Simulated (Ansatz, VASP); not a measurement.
# Re in VASP and in Ansatz

Contents of INCAR:

```
SYSTEM = Re
PREC = Accurate
ENCUT = 600
EDIFF = 1E-6
ISMEAR = -1
SIGMA = 0.05
LREAL = .False.
LASPH = .True.
NELM = 60
ALGO = Normal
ISIF = 3
LWAVE = .False.
LCHARG = .False.
GGA = PS
IVDW = 13
IBRION = 2
NSW = 80
EDIFFG = -0.02
```

Contents of KPOINTS:

```
Automatic mesh
0
Gamma
  11 11 6
  0 0 0
```

POSCAR

```
Re
1.0
    2.7608000000      0.0000000000      0.0000000000
   -1.3804000000      2.3909229348      0.0000000000
    0.0000000000      0.0000000000      4.4582000000
Re
2
Direct
    0.6666666667      0.3333333333      0.7500000000
    0.3333333333      0.6666666667      0.2500000000
```

input.yaml

```yaml
crystal:
  lattice:
    - [2.7608, 0.0, 0.0]
    - [-1.3804, 2.3909229348, 0.0]
    - [0.0, 0.0, 4.4582]
  atoms:
    - { symbol: Re, position: [0.6666666667, 0.3333333333, 0.75] }
    - { symbol: Re, position: [0.3333333333, 0.6666666667, 0.25] }
kpoints:
  mp_grid: { grid: [11, 11, 6] }
scf:
  occupations: { method: fermi_dirac, width: 0.05 }
hamiltonian:
  xc: pbesol
  dispersion: d4
  pseudopotentials: { kind: all_electron, lapw: { basis_error: 0.001 } }
output:
  forces: true
  stress: true
relax:
  f_tol: 0.02
  max_steps: 60
  cell: {}
```

Alike in both runs: task relaxation of cell and atoms; functional PBEsol; dispersion D4; k mesh 11 × 11 × 6; occupations fermi-dirac, width 0.05 eV; no spin polarisation.

|  | VASP | Ansatz |
| --- | --- | --- |
| version | VASP 6.6.1 | Ansatz 0.2.0 |
| potentials or method | VASP PAW PBE potentials, release 64 (Re), cutoff 600 eV | all-electron LAPW, scalar-relativistic |

```tsv
	VASP	Ansatz	Ansatz less VASP
relaxed volume (Å³/atom)	14.41	14.40	-0.009
relaxed cell length with the largest relative difference (Å)	2.742	2.741	-0.0010
```

VASP's potentials were made for PBE, not for PBEsol. Ansatz ran all-electron here, and VASP with PAW potentials.

Neither program's run includes spin-orbit coupling.
